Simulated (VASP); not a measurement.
# MgO: single point with PBEsol

**The experiment to reproduce.**

From “Electronic structure of alkaline earth and post-transition metal oxides”, 2009, arxiv:0908.1581, for a bulk crystal of MgO: band gap 7.83 eV.

MgO:

```
Mg O
1.0
     0.00000    2.10714    2.10714
     2.10714    0.00000    2.10714
     2.10714    2.10714    0.00000
Mg O
1 1
Cartesian
  0.0000 0.0000 0.0000
  2.1071 2.1071 2.1071
```

```json
{"Program": "VASP 6.6.1", "Task": "single point", "Functional": "PBEsol", "Potentials or basis": "VASP PAW PBE potentials, release 64 (Mg, O)", "Cutoff": "520 eV", "k mesh": "10 × 10 × 10", "Occupations": "gaussian, width 0.01 eV", "Spin": "no spin polarisation"}
```

```
Pressure               : -0.5 GPa
Band gap on the k mesh : 4.62 eV, direct
```

Levels at points of the mesh, in eV from the valence-band top:
```csv
k point,band 1,band 2,band 3,band 4,band 5,band 6,band 7,band 8,band 9
"(0.00, 0.00, 0.00)",-17.20,0.00,0.00,0.00,4.62,15.62,15.62,15.62,19.46
"(0.50, 0.00, 0.00)",-15.89,-4.67,-0.66,-0.66,7.73,12.49,16.16,16.16,20.74
"(0.50, 0.50, 0.00)",-15.62,-4.14,-1.36,-1.36,8.92,9.86,12.96,18.82,18.82
```

Run time: 16 s on 1 thread of Intel(R) Xeon(R) Platinum 8375C CPU @ 2.90GHz (Ice Lake), with other jobs on the host, peak memory 0.14 GiB.

A measured gap of MgO is 7.83 eV (quoted in “Electronic structure of alkaline earth and post-transition metal oxides”, 2009, arxiv:0908.1581); the calculated 4.62 eV misses it by -3.21 eV. The value is that of PBEsol, without temperature or zero-point motion. Semilocal functionals fall short of measured gaps as a rule.

Caveat: the PAW data sets were made with another functional, which shifts forces and pressure a little.
